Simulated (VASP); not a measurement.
Runs of VASP 6.6.1 on KSrCl3. Symmetry: Pm-3m, No. 221, cubic system. The conventional cell has a = 5.636 Å, b = 5.636 Å, c = 5.636 Å, α = 90.00°, β = 90.00°, γ = 90.00°. Within 5.2 Å of K (site symmetry m-3m) lie 12 Cl at 3.99 Å and 8 Sr at 4.88 Å. Within 3.7 Å of Sr (site symmetry m-3m) lie 6 Cl at 2.82 Å. Cl (site symmetry 4/mmm) has 2 Sr at 2.82 Å within 3.7 Å. 

```tsv
level	potentials or basis	k mesh	smearing	grid for exact exchange (PRECFOCK)	share of exact exchange	screening parameter	gap on the mesh (eV)	pressure (GPa)
r2SCAN	VASP PAW PBE potentials, release 64 (K_sv, Sr_sv, Cl)	4 × 4 × 4	fermi-dirac 0.5 eV	-	-	-	5.19	0.0
HSE06	VASP PAW PBE potentials, release 64 (K_sv, Sr_sv, Cl)	2 × 2 × 2	gaussian 0.01 eV	Fast	0.25	0.2079 1/Å	5.74	0.5
PBEsol	VASP PAW PBE potentials, release 64 (K_sv, Sr_sv, Cl)	4 × 4 × 4	gaussian 0.01 eV	-	-	-	4.41	(b)
r2SCAN	VASP PAW PBE potentials, release 64 (K_sv, Sr_sv, Cl)	4 × 4 × 4	methfessel-paxton 0.001 eV	-	-	-	5.19	0.0
r2SCAN	VASP PAW PBE potentials, release 64 (K_sv, Sr_sv, Cl)	4 × 4 × 4	gaussian 0.01 eV	-	-	-	5.19	0.0
PBE-based screened hybrid with 5 % exact exchange	VASP PAW PBE potentials, release 64 (K_sv, Sr_sv, Cl)	2 × 2 × 2	gaussian 0.01 eV	Fast	0.05	0.1 1/Å	4.80	0.7
r2SCAN	VASP PAW PBE potentials, release 64 (K_sv, Sr_sv, Cl)	4 × 4 × 4	gaussian 0.2 eV	-	-	-	5.19	0.0
r2SCAN	VASP PAW PBE potentials, release 64 (K_sv, Sr_sv, Cl)	4 × 4 × 4	methfessel-paxton 0.5 eV	-	-	-	5.20	-0.1
LDA	VASP PAW LDA potentials, release 64 (K_sv, Sr_sv, Cl)	4 × 4 × 4	gaussian 0.01 eV	-	-	-	(a)	(c)
```

Alike in all rows: task single point; no spin polarisation; cell as given; cutoff (eV) 520.

Task: Estimate the missing entries.

Result: (a) 4.12; (b) -0.5; (c) -1.7.

Caveats: some runs use coarse meshes; the PAW data sets were made with another functional, which shifts forces and pressure a little (at least some runs).

A k mesh can miss the band edges, and the runs leave out spin-orbit coupling on Sr.
